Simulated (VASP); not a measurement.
# SiO2 (P4_2/mnm) in VASP: further runs

SiO2 is run at these levels: LDA; tasks: single point.

Everything below comes from runs of VASP 6.6.1. Logs are shortened: lines on timing, memory, paths and dates and some standing lists are left out, and cuts for length are marked.

### 1 The cell of the first run

Symmetry: P4_2/mnm, No. 136, tetragonal system. The conventional cell has a = 4.294 Å, b = 4.294 Å, c = 2.652 Å, α = 90.00°, β = 90.00°, γ = 90.00°. Si (site symmetry mmm) has 6 O at 1.78 to 1.86 Å within 2.4 Å. O (site symmetry m2m) has 3 Si at 1.78 to 1.86 Å and 1 O at 2.36 Å within 2.4 Å.

### 2 Single point, LDA (volume 8.148 Å^3 an atom, c/a of the conventional cell 0.6176)

The input, INCAR:

```
  PREC = Accurate
  ENCUT = 520
  EDIFF = 1E-6
  ISMEAR = 0
  SIGMA = 0.05
  LREAL = False
  LASPH = True
  NELM = 80
  ALGO = Normal
  ISIF = 2
  LWAVE = False
  LCHARG = False
  NBANDS = 25
```

The input, KPOINTS:

```
regular mesh
0
Gamma
  6 6 10
```

The input, POSCAR:

```
SiO2
1.0
    4.2936996445      0.0000000000      0.0000000000
    0.0000000000      4.2936996445      0.0000000000
    0.0000000000      0.0000000000      2.6517889004
Si O
2 4
Direct
    0.5000000000      0.5000000000      0.5000000000
    0.0000000000      0.0000000000      0.0000000000
    0.6944252994      0.6944252994      0.0000000000
    0.1944252994      0.8055747006      0.5000000000
    0.3055747006      0.3055747006      0.0000000000
    0.8055747006      0.1944252994      0.5000000000
```

Potentials or basis: VASP PAW LDA potentials, release 64 (Si, O).

On the command line:

```console
cat potpaw_LDA.64/Si/POTCAR potpaw_LDA.64/O/POTCAR > POTCAR
mpirun -np 1 vasp_std > vasp.out
```

OUTCAR:

```text
PREC = Accurate
   ENCUT = 520
   EDIFF = 1E-6
   ISMEAR = 0
   LREAL = False
   LASPH = True
   NELM = 80
   ISIF = 2

 ion  position               nearest neighbor table
   1  0.500  0.500  0.500-   3 1.78   5 1.78   3 1.78   5 1.78   4 1.86   6 1.86
   2  0.000  0.000  0.000-   4 1.78   6 1.78   4 1.78   6 1.78   5 1.86   3 1.86
   3  0.694  0.694  0.000-   1 1.78   1 1.78   2 1.86
   4  0.194  0.806  0.500-   2 1.78   2 1.78   1 1.86
   5  0.306  0.306  0.000-   1 1.78   1 1.78   2 1.86
   6  0.806  0.194  0.500-   2 1.78   2 1.78   1 1.86

  LATTYP: Found a simple tetragonal cell.
 ALAT       =     4.2936996445
 C/A-ratio  =     0.6176000000

  Lattice vectors:

 A1 = (   4.2936996445,   0.0000000000,   0.0000000000)
 A2 = (   0.0000000000,   4.2936996445,   0.0000000000)
 A3 = (   0.0000000000,   0.0000000000,   2.6517889004)

Analysis of symmetry for initial positions (statically):
=====================================================================
 Subroutine PRICEL returns:
 Original cell was already a primitive cell.

 Routine SETGRP: Setting up the symmetry group for a
 simple tetragonal supercell.

 Subroutine GETGRP returns: Found 16 space group operations
 (whereof  8 operations were pure point group operations)
 out of a pool of 16 trial point group operations.

The static configuration has the point symmetry D_2h.
 The point group associated with its full space group is D_4h.

Analysis of symmetry for dynamics (positions and initial velocities):
=====================================================================
 Subroutine PRICEL returns:
 Original cell was already a primitive cell.

 Routine SETGRP: Setting up the symmetry group for a
 simple tetragonal supercell.

 Subroutine GETGRP returns: Found 16 space group operations
 (whereof  8 operations were pure point group operations)
 out of a pool of 16 trial point group operations.

The dynamic configuration has the point symmetry D_2h.
 The point group associated with its full space group is D_4h.

 Subroutine INISYM returns: Found 16 space group operations
 (whereof  8 operations are pure point group operations),
 and found     1 'primitive' translations

----------------------------------------------------------------------------------------

                                     Primitive cell

  volume of cell :      48.8880

  direct lattice vectors                    reciprocal lattice vectors
     4.293699645  0.000000000  0.000000000     0.232899383  0.000000000  0.000000000
     0.000000000  4.293699645  0.000000000     0.000000000  0.232899383  0.000000000
     0.000000000  0.000000000  2.651788900     0.000000000  0.000000000  0.377103924

  length of vectors
     4.293699645  4.293699645  2.651788900     0.232899383  0.232899383  0.377103924

  position of ions in fractional coordinates (direct lattice)
     0.500000000  0.500000000  0.500000000
     0.000000000  0.000000000  0.000000000
     0.694425299  0.694425299  0.000000000
     0.194425299  0.805574701  0.500000000
     0.305574701  0.305574701  0.000000000
     0.805574701  0.194425299  0.500000000

  ion indices of the primitive-cell ions
   primitive index   ion index
                 1           1
                 2           2
                 3           3
                 4           4
                 5           5
                 6           6

----------------------------------------------------------------------------------------

 KPOINTS: regular mesh

Automatic generation of k-mesh.
 Grid dimensions read from file:
 generate k-points for:    6    6   10

 Generating k-lattice:

  Cartesian coordinates                     Fractional coordinates (reciprocal lattice)
     0.038816564  0.000000000  0.000000000     0.166666667  0.000000000  0.000000000
     0.000000000  0.038816564  0.000000000     0.000000000  0.166666667  0.000000000
     0.000000000  0.000000000  0.037710392     0.000000000  0.000000000  0.100000000

  Length of vectors
     0.038816564  0.038816564  0.037710392

  Shift w.r.t. Gamma in fractional coordinates (k-lattice)
     0.000000000  0.000000000  0.000000000

 Subroutine IBZKPT returns following result:
 ===========================================

 Found     60 irreducible k-points:

 Following reciprocal coordinates:
            Coordinates               Weight
  0.000000  0.000000  0.000000      1.000000
  0.166667  0.000000  0.000000      4.000000
  0.333333  0.000000  0.000000      4.000000
  0.500000  0.000000  0.000000      2.000000
  0.166667  0.166667  0.000000      4.000000
  0.333333  0.166667  0.000000      8.000000
[... 16 lines left out ...]
  0.333333  0.000000  0.200000      8.000000
  0.500000  0.000000  0.200000      4.000000
 [... further k-points ...]
   k-points           NKPTS =     60   k-points in BZ     NKDIM =     60   number of bands    NBANDS=     25
   number of dos      NEDOS =    301   number of ions     NIONS =      6
   total plane-waves  NPLWV =  20480
   dimension x,y,z NGX =    32 NGY =   32 NGZ =   20
   dimension x,y,z NGXF=    64 NGYF=   64 NGZF=   40
   ions per type =               2   4
   NGX,Y,Z   is equivalent  to a cutoff of  12.39, 12.39, 12.54 a.u.
   NGXF,Y,Z  is equivalent  to a cutoff of  24.78, 24.78, 25.08 a.u.
 SYSTEM =  unknown system
   PREC   = accura    normal or accurate (medium, high low for compatibility)
   ISTART =      0    job   : 0-new  1-cont  2-samecut
   ICHARG =      2    charge: 1-file 2-atom 10-const
   ISPIN  =      1    spin polarized calculation?
   LNONCOLLINEAR =      F non collinear calculations
   LSORBIT =      F    spin-orbit coupling
   LASPH  =      T    aspherical Exc in radial PAW
   ENCUT  =  520.0 eV  38.22 Ry    6.18 a.u.   7.98  7.98  4.93*2*pi/ulx,y,z
   NELM   =     80;   NELMIN=  2; NELMDL= -5     # of ELM steps
   EDIFF  = 0.1E-05   stopping-criterion for ELM
   LREAL  =      F    real-space projection
   EDIFFG = 0.1E-04   stopping-criterion for IOM
   NSW    =      0    number of steps for IOM
   IBRION =     -1    ionic relax: 0-MD 1-quasi-New 2-CG
   NFREE  =      0    steps in history (QN), initial steepest desc. (CG)
   ISIF   =      2    stress and relaxation
   ISYM   =      2    0-nonsym 1-usesym 2-fastsym
   POTIM  = 0.5000    time-step for ionic-motion
   TEBEG  =    0.0;   TEEND  =   0.0 temperature during run
   PSTRESS=    0.0 pullay stress
   NELECT =      32.0000    total number of electrons
   NUPDOWN=      -1.0000    fix difference up-down
   EMIN   =  10.00;   EMAX   =-10.00  energy-range for DOS
   EFERMI =   0.00;   METHOD = LEGACY
   ISMEAR =     0;   SIGMA  =   0.05  broadening in eV -4-tet -1-fermi 0-gaus
   EFERMI_NEDOS =   21; number of points for ismear=-14 and -15
   IALGO  =     38    algorithm
   IMIX   =      4    mixing-type and parameters
     AMIX     =   0.40;   BMIX     =  1.00
     AMIX_MAG =   1.60;   BMIX_MAG =  1.00
  volume/ion in A,a.u.               =       8.15        54.99
  Fermi-wavevector in a.u.,A,eV,Ry     =   1.421425  2.686104 27.489893  2.020450
  Thomas-Fermi vector in A             =   2.542236
   LORBIT       =      0    0 simple, 1 ext, 2 COOP (PROOUT), +10 PAW based schemes
   GGA     = CA    functional components
   LHFCALC =     F    Hartree Fock is set to
   AEXX    =    0.0000 exact exchange contribution
   IVDW    =     0    specifies the selected vdW correction
   LEPSILON=     F    determine dielectric tensor
   LRPA    =     F    only Hartree local field effects (RPA)
 non-spin polarized calculation
 Gauss-broadening in eV      SIGMA  =   0.05
  energy-cutoff  :      520.00
  volume of cell :       48.89
 maximum number of plane-waves:      1356
 NGX is ok and might be reduce to    32
   NGX = 15   NGY = 15   NGZ =  9

 number of electron      32.0000013 magnetization

 Free energy of the ion-electron system (eV)
  ---------------------------------------------------
  ext. energy  EPLUGINS =         0.00000000
  ---------------------------------------------------
  free energy    TOTEN  =       -51.77955056 eV

  energy without entropy =      -51.77955056  energy(sigma->0) =      -51.77955056

 E-fermi :   7.5873     XC(G=0): -12.4766

 val. band max:        7.3833568885   @ k =   0.0000   0.0000   0.0000
 cond. band min:      12.2130912202   @ k =   0.0000   0.0000   0.0000
 fundamental gap:      4.8297343316
 Fermi energy:         7.5872878975

 k-point     1 :       0.0000    0.0000    0.0000
  band No.  band energies     occupation
      1     -14.5440      2.00000
      2     -11.1185      2.00000
      3     -11.1185      2.00000
      4     -10.9385      2.00000
      5      -3.2734      2.00000
      6       0.9676      2.00000
[... 17 lines left out ...]
     24      20.5179      0.00000
     25      21.8668      0.00000

 k-point     2 :       0.1667    0.0000    0.0000
  band No.  band energies     occupation
      1     -14.4079      2.00000
      2     -11.7604      2.00000
      3     -11.0490      2.00000
      4     -10.5799      2.00000
      5      -3.0919      2.00000
      6       0.2739      2.00000
[... 17 lines left out ...]
     24      20.0208      0.00000
     25      21.8743      0.00000

 k-point     3 :       0.3333    0.0000    0.0000
  band No.  band energies     occupation
      1     -14.0099      2.00000
      2     -12.5962      2.00000
      3     -10.8632      2.00000
      4     -10.4852      2.00000
      5      -2.5800      2.00000
      6      -0.8088      2.00000
[... 17 lines left out ...]
     24      20.3012      0.00000
     25      21.5857      0.00000

 k-point     4 :       0.5000    0.0000    0.0000
  band No.  band energies     occupation
      1     -13.3841      2.00000
      2     -13.3841      2.00000
      3     -10.6328      2.00000
      4     -10.6328      2.00000
      5      -1.7984      2.00000
      6      -1.7984      2.00000
[... 17 lines left out ...]
     24      20.6021      0.00000
     25      21.2723      0.00000
[... 477 lines left out ...]
 k-point    22 :       0.1667    0.0000    0.2000
  band No.  band energies     occupation
      1     -13.8854      2.00000
      2     -11.4640      2.00000
      3     -10.7878      2.00000
      4     -10.4819      2.00000
      5      -2.8269      2.00000
      6       0.5812      2.00000
[... 17 lines left out ...]
     24      20.5804      0.00000
     25      20.6725      0.00000

 k-point    23 :       0.3333    0.0000    0.2000
  band No.  band energies     occupation
      1     -13.5110      2.00000
      2     -12.2073      2.00000
      3     -10.6465      2.00000
      4     -10.3865      2.00000
      5      -2.2059      2.00000
      6      -0.4265      2.00000
[... 17 lines left out ...]
     24      19.9812      0.00000
     25      21.2171      0.00000

 k-point    24 :       0.5000    0.0000    0.2000
  band No.  band energies     occupation
      1     -12.9279      2.00000
      2     -12.9279      2.00000
      3     -10.4796      2.00000
      4     -10.4796      2.00000
      5      -1.3720      2.00000
      6      -1.3720      2.00000
[... 17 lines left out ...]
     24      19.7775      0.00000
     25      20.8940      0.00000

 [... further k-points ...]
[... 5 lines left out ...]
  --------------------------------------------------------------------------------------
  -------------------------------------------------------------------------------------
  Total       -6.1607632     -6.1607632     -2.1569929     -0.0000000      0.0000000      0.0000000
  in kB     -201.9030265   -201.9030265    -70.6898463     -0.0000000      0.0000000      0.0000000
  external PRESSURE =    -158.1652998 kB  Pullay stress =       0.0000000 kB

 VOLUME and BASIS-vectors are now :
 -----------------------------------------------------------------------------
  energy-cutoff  :      520.00
  volume of cell :       48.89
      direct lattice vectors                 reciprocal lattice vectors
     4.293699645  0.000000000  0.000000000     0.232899383  0.000000000  0.000000000
     0.000000000  4.293699645  0.000000000     0.000000000  0.232899383  0.000000000
     0.000000000  0.000000000  2.651788900     0.000000000  0.000000000  0.377103924

 POSITION                                       TOTAL-FORCE (eV/Angst)
 -----------------------------------------------------------------------------------
      2.14685      2.14685      1.32589         0.000000     -0.000000     -0.000000
      0.00000      0.00000      0.00000         0.000000     -0.000000     -0.000000
      2.98165      2.98165      0.00000        -0.441396     -0.441396     -0.000000
      0.83480      3.45890      1.32589        -0.441396      0.441396     -0.000000
      1.31205      1.31205      0.00000         0.441396      0.441396      0.000000
      3.45890      0.83480      1.32589         0.441396     -0.441396     -0.000000
 -----------------------------------------------------------------------------------
    total drift:                                0.000000      0.000000     -0.000000

  FREE ENERGIE OF THE ION-ELECTRON SYSTEM (eV)
  ---------------------------------------------------
  free  energy   TOTEN  =       -51.7795505640 eV

  energy  without entropy=      -51.7795505640  energy(sigma->0) =      -51.77955056
```

Run time: 27 s. Hardware: 1 thread of AMD EPYC 9R45 (Zen 5), shared host; peak memory 0.14 GiB.

Results:

```
Free energy            : -51.7796 eV
Pressure               : -15.8 GPa
Largest force          : 0.624 eV/Å
Band gap on the k mesh : 4.83 eV, direct
```

Forces in eV/Å, atoms in the order of the input:
```
Si   0.000  0.000  0.000
Si   0.000  0.000  0.000
O   -0.441 -0.441  0.000
O   -0.441  0.441  0.000
O    0.441  0.441  0.000
O    0.441 -0.441  0.000
```

Stress tensor (GPa, compression positive):
```
-20.19   0.00   0.00
  0.00 -20.19   0.00
  0.00   0.00  -7.07
```

### 3 Single point, LDA (volume 8.148 Å^3 an atom, c/a of the conventional cell 0.5339)

The input, INCAR:

```
PREC = Accurate
ENCUT = 520
EDIFF = 1E-7
ISMEAR = 0
SIGMA = 0.05
LREAL = False
LASPH = True
NELM = 100
ALGO = Normal
ISIF = 2
LWAVE = False
LCHARG = False
GGA = CA
NBANDS = 25
```

The input, KPOINTS:

```
Automatic mesh
0
Gamma
  6 6 10
```

Edit POSCAR of step 2 so:

```diff
@@ -2,5 +2,5 @@
 1.0
-    4.2936996445      0.0000000000      0.0000000000
-    0.0000000000      4.2936996445      0.0000000000
-    0.0000000000      0.0000000000      2.6517889004
+    4.5072756264      0.0000000000      0.0000000000
+    0.0000000000      4.5072756264      0.0000000000
+    0.0000000000      0.0000000000      2.4064344569
 Si O
```

Potentials or basis: VASP PAW LDA potentials, release 64 (Si, O).

On the command line:

```console
cat potpaw_LDA.64/Si/POTCAR potpaw_LDA.64/O/POTCAR > POTCAR
mpirun -np 1 vasp_std > vasp.out
```

Run time: 34 s. Hardware: 1 thread of AMD EPYC 9R45 (Zen 5), shared host; peak memory 0.14 GiB.

It converged, with:

```yaml
Free_energy: -50.2673 eV
Pressure: -3.2 GPa
Largest_force: 1.831 eV/Å
Band_gap_on_the_k_mesh: 4.74 eV, direct
```

Forces in eV/Å, atoms in the order of the input:
```
Si   0.000  0.000  0.000
Si   0.000  0.000  0.000
O   -1.295 -1.295  0.000
O   -1.295  1.295  0.000
O    1.295  1.295  0.000
O    1.295 -1.295  0.000
```

Stress tensor (GPa, compression positive):
```
-34.34   0.00   0.00
  0.00 -34.34   0.00
  0.00   0.00  59.19
```

Levels at points of the mesh, in eV from the valence-band top:
| k point | band 14 | band 15 | band 16 | band 17 | band 18 | band 19 |
| --- | --- | --- | --- | --- | --- | --- |
| (0.00, 0.00, 0.00) | -0.95 | -0.95 | 0.00 | 4.74 | 9.48 | 9.48 |
| (0.50, 0.00, 0.00) | -1.20 | -1.17 | -1.17 | 7.18 | 7.18 | 10.26 |
| (0.50, 0.50, 0.00) | -1.89 | -1.52 | -1.52 | 7.77 | 7.77 | 10.12 |
| (0.00, 0.00, 0.50) | -2.19 | -2.07 | -2.07 | 8.08 | 8.08 | 10.86 |
| (0.50, 0.00, 0.50) | -2.09 | -1.31 | -1.31 | 7.88 | 7.88 | 8.00 |
| (0.50, 0.50, 0.50) | -1.68 | -1.14 | -1.14 | 6.06 | 6.06 | 10.03 |

Caveat: forces of over 1 eV/Å act on the atoms, so gaps and moduli don't describe the material at rest.

### 4 Single point, LDA (volume 8.148 Å^3 an atom, c/a of the conventional cell 0.5955)

The input, INCAR:

```
SYSTEM = SiO2
ALGO = Normal ; EDIFF = 1E-6
ENCUT = 520 ; ISIF = 2
ISMEAR = 0 ; LASPH = .TRUE.
LCHARG = .FALSE. ; LREAL = .FALSE.
LWAVE = .FALSE. ; NBANDS = 25
NELM = 100 ; PREC = Accurate
SIGMA = 0.05
```

The input, KPOINTS:

```
k-points
0
G
  6 6 10
  0 0 0
```

Edit POSCAR of step 3 so:

```diff
@@ -2,5 +2,5 @@
 1.0
-    4.5072756264      0.0000000000      0.0000000000
-    0.0000000000      4.5072756264      0.0000000000
-    0.0000000000      0.0000000000      2.4064344569
+    4.3461712536      0.0000000000      0.0000000000
+    0.0000000000      4.3461712536      0.0000000000
+    0.0000000000      0.0000000000      2.5881449815
 Si O
```

On the command line:

```console
cat potpaw_LDA.64/Si/POTCAR potpaw_LDA.64/O/POTCAR > POTCAR
mpirun -np 1 vasp_std > vasp.out
```

It took 26 s on 1 thread of AMD EPYC 9R45 (Zen 5), shared host; peak memory 0.14 GiB.

Results (log left out):

| Quantity | Value |
| --- | --- |
| Free energy | -51.6180 eV |
| Pressure | -13.5 GPa |
| Largest force | 0.915 eV/Å |
| Band gap on the k mesh | 4.90 eV, direct |

Forces on the atoms (eV/Å):
```
Si   0.000  0.000  0.000
Si   0.000  0.000  0.000
O   -0.647 -0.647  0.000
O   -0.647  0.647  0.000
O    0.647  0.647  0.000
O    0.647 -0.647  0.000
```

Stress tensor (GPa, compression positive):
```
-23.79   0.00   0.00
  0.00 -23.79   0.00
  0.00   0.00   6.93
```

Levels at points of the mesh, in eV from the valence-band top:
| k point | band 13 | band 14 | band 15 | band 16 | band 17 | band 18 | band 19 | band 20 |
| --- | --- | --- | --- | --- | --- | --- | --- | --- |
| (0.00, 0.00, 0.00) | -2.09 | -0.93 | -0.93 | 0.00 | 4.90 | 7.41 | 8.78 | 8.78 |
| (0.50, 0.00, 0.00) | -2.24 | -2.24 | -1.10 | -1.10 | 7.39 | 7.39 | 9.46 | 9.46 |
| (0.50, 0.50, 0.00) | -2.45 | -2.45 | -2.34 | -2.34 | 7.28 | 7.28 | 10.19 | 10.19 |
| (0.00, 0.00, 0.50) | -2.68 | -2.68 | -2.51 | -2.51 | 8.12 | 8.12 | 11.42 | 11.42 |
| (0.50, 0.00, 0.50) | -2.28 | -2.28 | -1.63 | -1.63 | 7.91 | 7.91 | 8.62 | 8.62 |
| (0.50, 0.50, 0.50) | -1.80 | -1.80 | -1.44 | -1.44 | 6.22 | 6.22 | 10.18 | 10.18 |

 A k mesh can miss the band edges.

### 5 The runs side by side

| cell | gap on the mesh (eV) | pressure (GPa) | largest force (eV/Å) |
| --- | --- | --- | --- |
| a = 4.294, b = 4.294, c = 2.652 Å, 6 atoms | 4.83 | -15.8 | 0.62 |
| a = 4.507, b = 4.507, c = 2.406 Å, 6 atoms | 4.74 | -3.2 | 1.83 |
| a = 4.346, b = 4.346, c = 2.588 Å, 6 atoms | 4.90 | -13.5 | 0.91 |

Alike in all rows: task single point; level LDA; potentials or basis VASP PAW LDA potentials, release 64 (Si, O); no spin polarisation; k mesh 6 × 6 × 10; cutoff (eV) 520; smearing gaussian 0.05 eV.

Caveats: forces of over 1 eV/Å act on the atoms, so gaps and moduli don't describe the material at rest (some runs).

Total energies depend on the potentials used, so only differences within one code and one set of settings carry meaning.
